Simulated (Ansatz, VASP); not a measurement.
Two plane-wave programs on CdS

```xyz
2
Lattice="0.0000 2.9631 2.9631 2.9631 0.0000 2.9631 2.9631 2.9631 0.0000" Properties=species:S:1:pos:R:3 pbc="T T T"
Cd    0.0000    0.0000    0.0000
S     1.4816    1.4816    1.4816
```

Alike in both runs: functional PBE; k mesh 8 × 8 × 8; occupations gaussian, width 0.02 eV; no spin polarisation.

Ansatz relaxed the structure, and its values are those at the end. VASP's run is a single point on that final structure, the one shown.

```csv
,VASP,Ansatz
version,VASP 6.6.1,Ansatz 0.2.0
potentials or method,"VASP PAW PBE potentials, release 64 (Cd, S)","scalar-relativistic, plane waves, PAW"
plane-wave cutoff (eV),520,420
valence electrons in the cell,18,26
```

```tsv
	VASP	Ansatz	Ansatz less VASP
gap on the k mesh at the Fermi level (eV)	1.04	1.04	-0.002
least direct gap on the mesh (eV)	1.04	1.04	-0.002
pressure (GPa)	0.3	0.0	-0.29
```

The functional is the same, so the differences come from potentials, cutoffs and numerics. VASP's potentials hold 18 valence electrons a cell and Ansatz's 26, so a difference there can come from the potentials and not from the codes.
